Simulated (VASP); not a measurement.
TiB2, 3 atoms in the cell. It takes space group P6/mmm (No. 191, hexagonal). The conventional cell has a = 3.073 Å, b = 3.073 Å, c = 3.138 Å, α = 90.00°, β = 90.00°, γ = 120.00°. Within 3.1 Å of Ti (site symmetry 6/mmm) lie 12 B at 2.37 Å and 6 Ti at 3.07 Å. B (site symmetry -6m2) has 3 B at 1.77 Å and 6 Ti at 2.37 Å within 2.4 Å.  This cell differs from its parent crystal: ratio of the length along z to the lengths across it x 0.96, volume and fractional coordinates fixed.

```yaml
Program: VASP 6.6.1
Task: single point
Functional: PBE
Potentials_or_basis: VASP PAW PBE potentials, release 64 (Ti_sv, B)
Cutoff: 520 eV
k_mesh: 18 × 18 × 16
Occupations: gaussian, width 0.15 eV
Spin: no spin polarisation
Dipole_correction: no
Further_INCAR_settings: ALGO = Normal; EDIFF = 1e-07; NBANDS = 16
```

Potentials or basis: VASP PAW PBE potentials, release 64 (Ti_sv, B).

Launch:

```bash
$ cat potpaw_PBE.64/Ti_sv/POTCAR potpaw_PBE.64/B/POTCAR > POTCAR
$ mpirun -np 1 vasp_std > vasp.out
```

Hardware: 1 thread of AMD EPYC 7R13 Processor (Zen 3), on a shared host.

Task: How long does it take, and how much memory?

Result: Wall time 100 s on 1 thread of AMD EPYC 7R13 Processor (Zen 3) (shared host), peak memory 0.22 GiB. Counts: scf iterations 15, k points 333.
